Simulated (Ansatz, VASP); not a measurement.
AlN in VASP and in Ansatz

```
Al N
1.0
     3.40060    0.00000    0.00000
    -1.70030    2.94501    0.00000
     0.00000    0.00000    4.34830
Al N
2 2
Direct
  0.33333 0.66667 0.75000
  0.66667 0.33333 0.25000
  0.33333 0.66667 0.25000
  0.66667 0.33333 0.75000
```

Alike in both runs: task single point; functional PBEsol; k mesh 9 × 9 × 6; occupations gaussian, width 0.05 eV; no spin polarisation.

|  | VASP | Ansatz |
| --- | --- | --- |
| version | VASP 6.6.1 | Ansatz 0.2.0 |
| potentials or method | VASP PAW PBE potentials, release 64 (Al, N), cutoff 520 eV | scalar-relativistic, plane waves, PAW |
| valence electrons in the cell | 16 | 16 |

```tsv
	VASP	Ansatz	Ansatz less VASP
gap on the k mesh at the Fermi level (eV)	2.48	2.47	-0.010
least direct gap on the mesh (eV)	2.48	2.47	-0.010
pressure (GPa)	-18.5	-18.4	+0.10
traceless stress, the component that is largest in VASP (GPa)	0.99	0.99	+0.003
```

VASP's potentials were made for PBE, not for PBEsol. The functional is the same, so the differences come from potentials, cutoffs and numerics.
